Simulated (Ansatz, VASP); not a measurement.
**One calculation of SrTiO3, two programs**

File POSCAR:

```
SrTiO3
1.0
   -2.7589050188      2.7589050188      3.9136137885
    2.7589050188     -2.7589050188      3.9136137885
    2.7589050188      2.7589050188     -3.9136137885
Sr Ti O
2 2 6
Direct
    0.7500000000      0.2500000000      0.5000000000
    0.2500000000      0.7500000000      0.5000000000
    0.0000000000      0.0000000000      0.0000000000
    0.5000000000      0.5000000000      0.0000000000
    0.7669008891      0.2669008891      0.0338017781
    0.2669008891      0.2330991109      0.5000000000
    0.7330991109      0.7669008891      0.5000000000
    0.2330991109      0.7330991109      0.9661982219
    0.7500000000      0.7500000000      0.0000000000
    0.2500000000      0.2500000000      0.0000000000
```

The input INCAR.step1:

```
SYSTEM = SrTiO3
ALGO = Normal
EDIFF = 1E-4
ENCUT = 520
GGA = PE
ISMEAR = 0
LASPH = .True.
LCHARG = .False.
LREAL = .False.
LWAVE = .True.
NBANDS = 51
NELM = 80
PREC = Accurate
SIGMA = 0.01
```

Contents of INCAR.step2:

```
SYSTEM = SrTiO3
ALGO = Normal
EDIFF = 1E-6
ENCUT = 520
ISIF = 2
ISMEAR = 0
ISTART = 1
LASPH = .True.
LCHARG = .False.
LMIXTAU = .True.
LREAL = .False.
LWAVE = .False.
METAGGA = R2SCAN
NBANDS = 51
NELM = 80
PREC = Accurate
SIGMA = 0.01
```

Contents of KPOINTS:

```
k-points
0
Gamma
  6 6 6
  0 0 0
```

Input for Ansatz:

```yaml
crystal:
  lattice:
    - [-2.7589050188, 2.7589050188, 3.9136137885]
    - [2.7589050188, -2.7589050188, 3.9136137885]
    - [2.7589050188, 2.7589050188, -3.9136137885]
  atoms:
    - { symbol: Sr, position: [0.75, 0.25, 0.5] }
    - { symbol: Sr, position: [0.25, 0.75, 0.5] }
    - { symbol: Ti, position: [0.0, 0.0, 0.0] }
    - { symbol: Ti, position: [0.5, 0.5, 0.0] }
    - { symbol: O, position: [0.7669008891, 0.2669008891, 0.0338017781] }
    - { symbol: O, position: [0.2669008891, 0.2330991109, 0.5] }
    - { symbol: O, position: [0.7330991109, 0.7669008891, 0.5] }
    - { symbol: O, position: [0.2330991109, 0.7330991109, 0.9661982219] }
    - { symbol: O, position: [0.75, 0.75, 0.0] }
    - { symbol: O, position: [0.25, 0.25, 0.0] }
kpoints:
  mp_grid: { grid: [6, 6, 6] }
  band_path:
    path:
      - [0.0, 0.0, 0.0]
      - [0.0, 0.0, 0.5]
      - [0.25, 0.25, 0.25]
      - [0.0, 0.5, 0.0]
      - [0.5, 0.5, -0.5]
      - [0.3742388939, 0.6257611061, -0.3742388939]
      - [-0.3742388939, 0.3742388939, 0.3742388939]
      - [-0.2484777878, 0.2484777878, 0.5]
      - [0.5, 0.5, -0.2484777878]
      - [-0.005208, 0.005208, 0.0]
    npoints: 1
hamiltonian:
  xc: r2scan
scf:
  occupations: { method: fixed }
  n_extra_bands: 6
output:
  forces: true
  stress: true
  eigenvalues: true
```

Alike in both runs: task single point; functional r2SCAN; k mesh 6 × 6 × 6; no spin polarisation.

|  | VASP | Ansatz |
| --- | --- | --- |
| version | VASP 6.6.1 | Ansatz 0.2.0 |
| potentials or method | VASP PAW PBE potentials, release 64 (Sr_sv, Ti_sv, O) | plane waves, PAW |
| plane-wave cutoff (eV) | 520 | 500 |
| occupations | gaussian, width 0.01 eV | fixed |
| valence electrons in the cell | 80 | 80 |

```tsv
	VASP	Ansatz	Ansatz less VASP
gap on the k mesh at the Fermi level (eV)	2.32	2.31	-0.012
pressure (GPa)	0.9	0.0	-0.92
```

VASP's potentials were made for PBE, not for r2SCAN.
